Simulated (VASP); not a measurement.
# FeO in VASP: a series of runs, part 2 of 2

VASP 6.6.1. Earlier steps stand in the parts before.

### 5 Single point, PBE, collinear spin, ferromagnetic start (atoms moved at random)

The input, INCAR:

```
SYSTEM = FeO
PREC = Accurate
ENCUT = 520
EDIFF = 1E-7
ISMEAR = -1
SIGMA = 0.05
LREAL = .False.
LASPH = .True.
NELM = 150
ALGO = Normal
ISIF = 2
LWAVE = .False.
LCHARG = .True.
ISPIN = 2
MAGMOM = 3 0
LORBIT = 11
LMAXMIX = 4
GGA = PE
LELF = .True.
LVHAR = .True.
NBANDS = 18
```

The input, KPOINTS:

```
Automatic mesh
0
Gamma
  10 10 10
  0 0 0
```

The input, POSCAR:

```
FeO
1.0
    2.6124696300      0.0000000000      0.0000000000
    0.0000000000      2.6124696300      0.0000000000
    0.0000000000      0.0000000000      2.6124696300
Fe O
1 1
Direct
    0.0125980000      0.0026840000     -0.0035830000
    0.4841330000      0.5022170000      0.5003560000
```

Potentials or basis: VASP PAW PBE potentials, release 64 (Fe, O).

On the command line:

```console
cat potpaw_PBE.64/Fe/POTCAR potpaw_PBE.64/O/POTCAR > POTCAR
mpirun -np 1 vasp_std > vasp.out
```

OUTCAR:

```text
SYSTEM = FeO
   PREC = Accurate
   ENCUT = 520
   EDIFF = 1E-7
   ISMEAR = -1
   LREAL = .False.
   LASPH = .True.
   NELM = 150
   ISIF = 2
   ISPIN = 2
   LORBIT = 11
   GGA = PE

 ion  position               nearest neighbor table
   1  0.013  0.003  0.996-   2 2.21   2 2.22   2 2.23   2 2.23   2 2.30   2 2.30   2 2.31   2 2.31

   2  0.484  0.502  0.500-   1 2.21   1 2.22   1 2.23   1 2.23   1 2.30   1 2.30   1 2.31   1 2.31

  LATTYP: Found a simple cubic cell.
 ALAT       =     2.6124696300

  Lattice vectors:

 A1 = (   2.6124696300,   0.0000000000,   0.0000000000)
 A2 = (   0.0000000000,   2.6124696300,   0.0000000000)
 A3 = (   0.0000000000,   0.0000000000,   2.6124696300)

Analysis of symmetry for initial positions (statically):
=====================================================================
 Subroutine PRICEL returns:
 Original cell was already a primitive cell.

 Routine SETGRP: Setting up the symmetry group for a
 simple cubic supercell.

 Subroutine GETGRP returns: Found  1 space group operations
 (whereof  1 operations were pure point group operations)
 out of a pool of 48 trial point group operations.

The static configuration has the point symmetry C_1 .

Analysis of symmetry for dynamics (positions and initial velocities):
=====================================================================
 Subroutine PRICEL returns:
 Original cell was already a primitive cell.

 Routine SETGRP: Setting up the symmetry group for a
 simple cubic supercell.

 Subroutine GETGRP returns: Found  1 space group operations
 (whereof  1 operations were pure point group operations)
 out of a pool of 48 trial point group operations.

The dynamic configuration has the point symmetry C_1 .

Analysis of structural, dynamic, and magnetic symmetry:
=====================================================================
 Subroutine PRICEL returns:
 Original cell was already a primitive cell.

 Routine SETGRP: Setting up the symmetry group for a
 simple cubic supercell.

 Subroutine GETGRP returns: Found  1 space group operations
[... 140 lines left out ...]
 number of electron      14.0000003 magnetization       3.9983028

 Free energy of the ion-electron system (eV)
  ---------------------------------------------------
  ext. energy  EPLUGINS =         0.00000000
  ---------------------------------------------------
  free energy    TOTEN  =       -14.35452899 eV

  energy without entropy =      -14.35247273  energy(sigma->0) =      -14.35350086

 E-fermi :   6.6556     XC(G=0): -12.9324

 val. band max:        6.6532469009   @ k =   0.2000   0.2000   0.0000
 cond. band min:       6.6585133175   @ k =  -0.2000   0.0000   0.2000
 fundamental gap:      0.0052664166
 Fermi energy:         6.6555636439

 spin component 1

 k-point     1 :       0.0000    0.0000    0.0000
  band No.  band energies     occupation
      1     -13.8679      1.00000
      2       1.9652      1.00000
      3       2.0370      1.00000
      4       3.6603      1.00000
      5       3.6623      1.00000
      6       3.8561      1.00000
[... 493 lines left out ...]
     17      34.5683      0.00000
     18      35.6171      0.00000

 [... further k-points ...]

 spin component 2

 k-point     1 :       0.0000    0.0000    0.0000
  band No.  band energies     occupation
      1     -13.2402      1.00000
      2       4.0812      1.00000
      3       4.4197      1.00000
      4       4.4430      1.00000
      5       4.5558      1.00000
      6       4.9372      1.00000
[... 493 lines left out ...]
     17      35.3039      0.00000
     18      36.2552      0.00000

 [... further k-points ...]
[... 5 lines left out ...]
  --------------------------------------------------------------------------------------
  -------------------------------------------------------------------------------------
  Total        1.0888364      1.0843599      1.0852430      0.0021947     -0.0003148     -0.0185765
  in kB       97.8406823     97.4384265     97.5177797      0.1972075     -0.0282846     -1.6692477
  external PRESSURE =      97.5989629 kB  Pullay stress =       0.0000000 kB

 VOLUME and BASIS-vectors are now :
 -----------------------------------------------------------------------------
  energy-cutoff  :      520.00
  volume of cell :       17.83
      direct lattice vectors                 reciprocal lattice vectors
     2.612469630  0.000000000  0.000000000     0.382779569  0.000000000  0.000000000
     0.000000000  2.612469630  0.000000000     0.000000000  0.382779569  0.000000000
     0.000000000  0.000000000  2.612469630     0.000000000  0.000000000  0.382779569

 POSITION                                       TOTAL-FORCE (eV/Angst)
 -----------------------------------------------------------------------------------
      0.03291      0.00701      2.60311        -0.132324     -0.002397      0.019603
      1.26478      1.31203      1.30716         0.132324      0.002397     -0.019603
 -----------------------------------------------------------------------------------
    total drift:                               -0.000005     -0.000090      0.000161

  FREE ENERGIE OF THE ION-ELECTRON SYSTEM (eV)
  ---------------------------------------------------
  free  energy   TOTEN  =       -14.3545289882 eV

  energy  without entropy=      -14.3524727276  energy(sigma->0) =      -14.35350086

 total charge

# of ion       s       p       d       tot
------------------------------------------
    1        0.304   0.379   6.131   6.815
    2        1.570   3.409   0.000   4.979
--------------------------------------------------
tot          1.874   3.788   6.131  11.794

 magnetization (x)

# of ion       s       p       d       tot
------------------------------------------
    1        0.010   0.020   3.496   3.526
    2        0.029   0.346   0.000   0.375
--------------------------------------------------
tot          0.039   0.366   3.496   3.901
```

stdout:

```text
POSCAR found type information on POSCAR FeO
 POSCAR found :  2 types and       2 ions
 scaLAPACK will be used
 LDA part: xc-table for (Slater+PW92), standard interpolation
 POSCAR, INCAR and KPOINTS ok, starting setup
 FFT: planning ... GRIDC
 FFT: planning ... GRID_SOFT
 FFT: planning ... GRID
 WAVECAR not read
 entering main loop
```

Wall time 3.3 min (1 thread of AMD EPYC 7R13 (Zen 3), shared host); peak memory 0.31 GiB.

Results:

```yaml
Free_energy: -14.3545 eV
Pressure: 9.8 GPa
Largest_force: 0.134 eV/Å
Band_gap_on_the_k_mesh: zero (filled and empty bands overlap)
Net_moment: 4.00 μB per cell
Site_moments: Fe +3.53; O +0.38 μB
Valence_electrons_inside_the_program's_atomic_spheres: Fe 6.82; O 4.98
```

Forces in eV/Å, atoms in the order of the input:
```
Fe  -0.132 -0.002  0.020
O    0.132  0.002 -0.020
```

Stress tensor (GPa, compression positive):
```
 9.78  0.02 -0.17
 0.02  9.74  0.00
-0.17  0.00  9.75
```

Caveat: the cell differs from its parent crystal (atoms moved at random); the cell stands under pressure; a cell with one magnetic atom can't hold antiferromagnetic order, which such compounds often take; semilocal functionals often make such compounds metallic where correlation or magnetic order opens a gap, which also shifts bond lengths.

### 6 Summary

| spin | cell | gap on the mesh (eV) | pressure (GPa) | moment (μB) |
| --- | --- | --- | --- | --- |
| off | as given, atomic positions A | none | -17.0 | - |
| collinear, ferromagnetic start | as given, atomic positions A | none | 9.3 | 4.00 |
| collinear, ferromagnetic start | as given, atomic positions B | none | 9.8 | 4.00 |

Alike in all rows: task single point; level PBE; potentials or basis VASP PAW PBE potentials, release 64 (Fe, O); k mesh 10 × 10 × 10; cutoff (eV) 520; smearing fermi-dirac 0.05 eV.

Caveats: semilocal functionals often make such compounds metallic where correlation or magnetic order opens a gap, which also shifts bond lengths; the cell stands under pressure (at least some runs); a cell with one magnetic atom can't hold antiferromagnetic order, which such compounds often take (at least some runs); the cell stands under tension (at least some runs).

Absolute energies hang on the potentials; compare differences alone.
